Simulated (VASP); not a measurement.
# BAs (sol2) (I-4m2) in VASP: notebook

Runs on BAs (sol2). Level: PBEsol. Tasks: single point, relaxation of the atoms.

Everything below comes from runs of VASP 6.6.1. Logs are shortened: lines on timing, memory, paths and dates and some standing lists are left out, and cuts for length are marked.

### 1 The cell of the first run

It takes space group I-4m2 (No. 119, tetragonal). Conventional cell: a = 3.405 Å, b = 3.405 Å, c = 4.739 Å, α = 90.00°, β = 90.00°, γ = 90.00°. B (site symmetry -4m2) has 4 As at 2.07 Å within 2.7 Å. As (site symmetry -4m2) has 4 B at 2.07 Å within 2.7 Å.

### 2 Single point, PBEsol (strained cell)

INCAR reads:

```
  PREC = Accurate
  ENCUT = 500
  EDIFF = 1E-6
  ISMEAR = 0
  SIGMA = 0.02
  LREAL = False
  LASPH = True
  NELM = 120
  ALGO = Normal
  ISIF = 2
  LWAVE = False
  LCHARG = False
  GGA = PS
  NBANDS = 11
  GGA_COMPAT = False
```

KPOINTS reads:

```
regular mesh
0
Gamma
  8 8 8
```

POSCAR reads:

```
BAs
1.0
    0.0000000000      2.4077081066      2.3695661960
    2.4077081066      0.0000000000      2.3695661960
    2.4077081066      2.4077081066      0.0000000000
B As
1 1
Direct
    0.0000000000      0.0000000000      0.0000000000
    0.2500000000      0.2500000000      0.2500000000
```

Potentials or basis: VASP PAW PBE potentials, release 64 (B, As).

Launch:

```
$ cat potpaw_PBE.64/B/POTCAR potpaw_PBE.64/As/POTCAR > POTCAR
$ mpirun -np 1 vasp_std > vasp.out
```

OUTCAR:

```text
PREC = Accurate
   ENCUT = 500
   EDIFF = 1E-6
   ISMEAR = 0
   LREAL = False
   LASPH = True
   NELM = 120
   ISIF = 2
   GGA = PS

 ion  position               nearest neighbor table
   1  0.000  0.000  0.000-   2 2.07   2 2.07   2 2.07   2 2.07
   2  0.250  0.250  0.250-   1 2.07   1 2.07   1 2.07   1 2.07

  LATTYP: Found a body centered tetragonal cell.
 ALAT       =     3.4050134586
 C/A-ratio  =     1.3918101792

  Lattice vectors:

 A1 = (   0.0000000000,  -2.4077081066,  -2.3695661960)
 A2 = (   0.0000000000,   2.4077081066,  -2.3695661960)
 A3 = (   2.4077081066,   0.0000000000,   2.3695661960)

Analysis of symmetry for initial positions (statically):
=====================================================================
 Subroutine PRICEL returns:
 Original cell was already a primitive cell.

 Routine SETGRP: Setting up the symmetry group for a
 body centered tetragonal supercell.

 Subroutine GETGRP returns: Found  8 space group operations
 (whereof  8 operations were pure point group operations)
 out of a pool of 16 trial point group operations.

The static configuration has the point symmetry D_2d.

Analysis of symmetry for dynamics (positions and initial velocities):
=====================================================================
 Subroutine PRICEL returns:
 Original cell was already a primitive cell.

 Routine SETGRP: Setting up the symmetry group for a
 body centered tetragonal supercell.

 Subroutine GETGRP returns: Found  8 space group operations
 (whereof  8 operations were pure point group operations)
 out of a pool of 16 trial point group operations.

The dynamic configuration has the point symmetry D_2d.

 Subroutine INISYM returns: Found  8 space group operations
 (whereof  8 operations are pure point group operations),
 and found     1 'primitive' translations

----------------------------------------------------------------------------------------

                                     Primitive cell

  volume of cell :      27.4730

  direct lattice vectors                    reciprocal lattice vectors
     0.000000000  2.407708107  2.369566196    -0.207666369  0.207666369  0.211009087
     2.407708107  0.000000000  2.369566196     0.207666369 -0.207666369  0.211009087
     2.407708107  2.407708107  0.000000000     0.207666369  0.207666369 -0.211009087

  length of vectors
     3.378150720  3.378150720  3.405013459     0.361628921  0.361628921  0.361628921

  position of ions in fractional coordinates (direct lattice)
     0.000000000  0.000000000  0.000000000
[... 88 lines left out ...]
   PSTRESS=    0.0 pullay stress
   NELECT =       8.0000    total number of electrons
   NUPDOWN=      -1.0000    fix difference up-down
   EMIN   =  10.00;   EMAX   =-10.00  energy-range for DOS
   EFERMI =   0.00;   METHOD = LEGACY
   ISMEAR =     0;   SIGMA  =   0.02  broadening in eV -4-tet -1-fermi 0-gaus
   EFERMI_NEDOS =   21; number of points for ismear=-14 and -15
   IALGO  =     38    algorithm
   IMIX   =      4    mixing-type and parameters
     AMIX     =   0.40;   BMIX     =  1.00
     AMIX_MAG =   1.60;   BMIX_MAG =  1.00
  volume/ion in A,a.u.               =      13.74        92.70
  Fermi-wavevector in a.u.,A,eV,Ry     =   1.085099  2.050540 16.020039  1.177440
  Thomas-Fermi vector in A             =   2.221205
   LORBIT       =      0    0 simple, 1 ext, 2 COOP (PROOUT), +10 PAW based schemes
   GGA     = PS    functional components
   LHFCALC =     F    Hartree Fock is set to
   AEXX    =    0.0000 exact exchange contribution
   IVDW    =     0    specifies the selected vdW correction
   LEPSILON=     F    determine dielectric tensor
   LRPA    =     F    only Hartree local field effects (RPA)
 non-spin polarized calculation
 Gauss-broadening in eV      SIGMA  =   0.02
  energy-cutoff  :      500.00
  volume of cell :       27.47
 maximum number of plane-waves:       709
 NGX is ok and might be reduce to    28
   NGX = 13   NGY = 13   NGZ = 13

 number of electron       8.0000000 magnetization

 Free energy of the ion-electron system (eV)
  ---------------------------------------------------
  ext. energy  EPLUGINS =         0.00000000
  ---------------------------------------------------
  free energy    TOTEN  =       -12.19775176 eV

  energy without entropy =      -12.19775176  energy(sigma->0) =      -12.19775176

 E-fermi :   6.2465     XC(G=0): -10.6967

 val. band max:        6.0574535365   @ k =   0.0000   0.0000   0.0000
 cond. band min:       6.9194242706   @ k =   0.3750   0.3750   0.0000
 fundamental gap:      0.8619707341
 Fermi energy:         6.2465424367

 k-point     1 :       0.0000    0.0000    0.0000
  band No.  band energies     occupation
      1      -9.4072      2.00000
      2       5.9063      2.00000
      3       5.9063      2.00000
      4       6.0575      2.00000
      5       9.1200      0.00000
      6       9.2216      0.00000
      7       9.2216      0.00000
      8      10.5335      0.00000
      9      15.2647      0.00000
     10      18.6357      0.00000
     11      19.0568      0.00000
[... 309 lines left out ...]
 k-point    24 :       0.3750   -0.0000    0.1250
  band No.  band energies     occupation
      1      -7.4909      2.00000
      2      -0.6499      2.00000
      3       3.4740      2.00000
      4       3.7060      2.00000
      5       9.1150      0.00000
      6      10.7725      0.00000
      7      12.0028      0.00000
      8      13.2458      0.00000
      9      17.1452      0.00000
     10      18.6549      0.00000
     11      19.6956      0.00000

 [... further k-points ...]

------------------------ aborting loop because EDIFF is reached ----------------------------------------

  FORCE on cell =-STRESS in cart. coord.  units (eV):
  Direction    XX          YY          ZZ          XY          YZ          ZX
  --------------------------------------------------------------------------------------
  -------------------------------------------------------------------------------------
  Total       -0.3617395     -0.3617395      0.1780324      0.0000000      0.0000000      0.0000000
  in kB      -21.0959961    -21.0959961     10.3825302      0.0000000      0.0000000      0.0000000
  external PRESSURE =     -10.6031540 kB  Pullay stress =       0.0000000 kB

 VOLUME and BASIS-vectors are now :
 -----------------------------------------------------------------------------
  energy-cutoff  :      500.00
  volume of cell :       27.47
      direct lattice vectors                 reciprocal lattice vectors
     0.000000000  2.407708107  2.369566196    -0.207666369  0.207666369  0.211009087
     2.407708107  0.000000000  2.369566196     0.207666369 -0.207666369  0.211009087
     2.407708107  2.407708107  0.000000000     0.207666369  0.207666369 -0.211009087

 POSITION                                       TOTAL-FORCE (eV/Angst)
 -----------------------------------------------------------------------------------
      0.00000      0.00000      0.00000         0.000000      0.000000      0.000000
      1.20385      1.20385      1.18478        -0.000000     -0.000000      0.000000
 -----------------------------------------------------------------------------------
    total drift:                               -0.000000     -0.000000     -0.000000

  FREE ENERGIE OF THE ION-ELECTRON SYSTEM (eV)
  ---------------------------------------------------
  free  energy   TOTEN  =       -12.1977517642 eV

  energy  without entropy=      -12.1977517642  energy(sigma->0) =      -12.19775176
```

It took 8.4 s on 1 thread of Intel Xeon 6975P-C (Granite Rapids), shared host; peak memory 0.16 GiB.

Results:

| Item | Value |
| --- | --- |
| Free energy | -12.1978 eV |
| Pressure | -1.1 GPa |
| Band gap on the k mesh | 0.86 eV, indirect (least direct gap 3.06 eV) |

Caveat: the cell differs from its parent crystal (strained cell); the PAW data sets were made with another functional, which shifts forces and pressure a little. A k mesh can miss the band edges.

### 3 Single point, PBEsol (strained cell)

INCAR reads:

```
PREC     = Accurate       # precision mode
ENCUT    = 500            # plane-wave cutoff, eV
EDIFF    = 1E-6           # SCF threshold, eV
ISMEAR   = 0              # smearing method
SIGMA    = 0.02           # smearing width, eV
LREAL    = False          # projectors in reciprocal space
LASPH    = True           # aspherical terms in the spheres
NELM     = 120            # most SCF steps
ALGO     = Normal         # electronic algorithm
ISIF     = 2              # what is computed and relaxed
LWAVE    = False          # write WAVECAR
LCHARG   = True           # write CHGCAR
GGA      = PS             # functional
LELF     = True           # ELF
LVHAR    = True         
NBANDS   = 11             # bands
GGA_COMPAT= False
```

KPOINTS is that of step 2.

POSCAR reads:

```
BAs
1.0
    0.0000000000      2.4077081066      2.3729251034
    2.4077081066      0.0000000000      2.3729251034
    2.4077081066      2.4077081066      0.0000000000
B As
1 1
Direct
    0.0000000000      0.0000000000      0.0000000000
    0.2500000000      0.2500000000      0.2500000000
```

Potentials or basis: VASP PAW PBE potentials, release 64 (B, As).

Launch:

```
$ cat potpaw_PBE.64/B/POTCAR potpaw_PBE.64/As/POTCAR > POTCAR
$ mpirun -np 1 vasp_std > vasp.out
```

It took 8.7 s on 1 thread of Intel Xeon 6975P-C (Granite Rapids), shared host; peak memory 0.16 GiB.

The run converged. Its results:

```yaml
Free_energy: -12.1980 eV
Pressure: -1.3 GPa
Band_gap_on_the_k_mesh: 0.88 eV, indirect (least direct gap 3.08 eV)
```

Stress tensor (GPa, compression positive):
```
-2.21  0.00  0.00
 0.00 -2.21  0.00
 0.00  0.00  0.66
```

Levels at points of the mesh, in eV from the valence-band top:
```tsv
k point	band 1	band 2	band 3	band 4	band 5	band 6	band 7	band 8	band 9
(0.00, 0.00, 0.00)	-15.44	-0.14	-0.14	0.00	3.08	3.17	3.17	4.47	9.21
(0.50, 0.00, 0.00)	-12.59	-8.86	-1.99	-1.82	2.49	4.56	4.70	8.60	12.38
(0.50, 0.50, 0.00)	-11.22	-8.49	-4.25	-4.25	1.11	1.15	11.17	11.17	12.69
(0.50, 0.00, 0.50)	-11.34	-8.61	-4.12	-4.10	1.29	1.31	11.05	11.25	12.55
```

Caveat: the cell differs from its parent crystal (strained cell); the PAW data sets were made with another functional, which shifts forces and pressure a little. A k mesh can miss the band edges.

[end of part 1 of 2]
